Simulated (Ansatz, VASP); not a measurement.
## Two plane-wave programs on WS2

```
W S
1.0
     3.11886    0.00000    0.00000
    -1.55943    2.70101    0.00000
     0.00000    0.00000   20.64090
W S
2 4
Direct
  0.33333 0.66667 0.63028
  0.66667 0.33333 0.36972
  0.33333 0.66667 0.30289
  0.66667 0.33333 0.56333
  0.33333 0.66667 0.43667
  0.66667 0.33333 0.69711
```

Alike in both runs: task single point; functional LDA; k mesh 12 × 12 × 2; occupations gaussian, width 0.05 eV; no spin polarisation.

|  | VASP | Ansatz |
| --- | --- | --- |
| version | VASP 6.6.1 | Ansatz 0.2.0 |
| potentials or method | VASP PAW LDA potentials, release 64 (W_sv, S), cutoff 520 eV | scalar-relativistic, plane waves, PAW |
| valence electrons in the cell | 52 | 52 |

VASP gave:

| Property | Result |
| --- | --- |
| gap on the k mesh at the Fermi level (eV) | none |
| rms of the force components (eV/Å) | 2.203 |

Which values does Ansatz return?

gap on the k mesh at the Fermi level (eV): none; rms of the force components (eV/Å): 2.176.

Ansatz warns that its potentials were made for another functional, while VASP's fit it. LDA's correlation is that of Perdew and Zunger in VASP and of Perdew and Wang (1992) in Ansatz. Atom by atom the forces differ by 0.028 eV/Å (rms over components). A gap of «none» marks a metal or a gap that the smearing closes.

Neither program's run includes spin-orbit coupling.
